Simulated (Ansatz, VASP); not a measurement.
**Two plane-wave programs on InSe**

```
In Se
1.0
     5.87493   -2.05527   -0.00529
     5.87493    2.05527   -0.00529
    -1.60512    0.00000    4.27209
In Se
2 2
Direct
  0.88772 0.88772 0.04310
  0.11420 0.11420 0.97095
  0.65472 0.65472 0.63749
  0.34528 0.34528 0.36251
```

Alike in both runs: task single point; functional PBEsol; k mesh 8 × 8 × 6; occupations gaussian, width 0.05 eV; no spin polarisation.

|  | VASP | Ansatz |
| --- | --- | --- |
| version | VASP 6.6.1 | Ansatz 0.2.0 |
| potentials or method | VASP PAW PBE potentials, release 64 (In_d, Se), cutoff 520 eV | scalar-relativistic, plane waves, PAW |
| valence electrons in the cell | 38 | 58 |

VASP gave:

```
gap on the k mesh at the Fermi level (eV)                     : 0.70
least direct gap on the mesh (eV)                             : 1.00
pressure (GPa)                                                : 0.2
traceless stress, the component that is largest in VASP (GPa) : -0.35
rms of the force components (eV/Å)                            : 0.104
```

**Question.** Estimate Ansatz's values.

**Answer.** gap on the k mesh at the Fermi level (eV): 0.70; least direct gap on the mesh (eV): 1.01; pressure (GPa): 0.1; traceless stress, the component that is largest in VASP (GPa): -0.34; rms of the force components (eV/Å): 0.100.

VASP's potentials were made for PBE, not for PBEsol. Atom by atom the forces differ by 0.010 eV/Å (rms over components). With one functional, cell and mesh, what is left measures potentials, basis and numerics. VASP's potentials hold 38 valence electrons a cell and Ansatz's 58, so a difference there can come from the potentials and not from the codes.
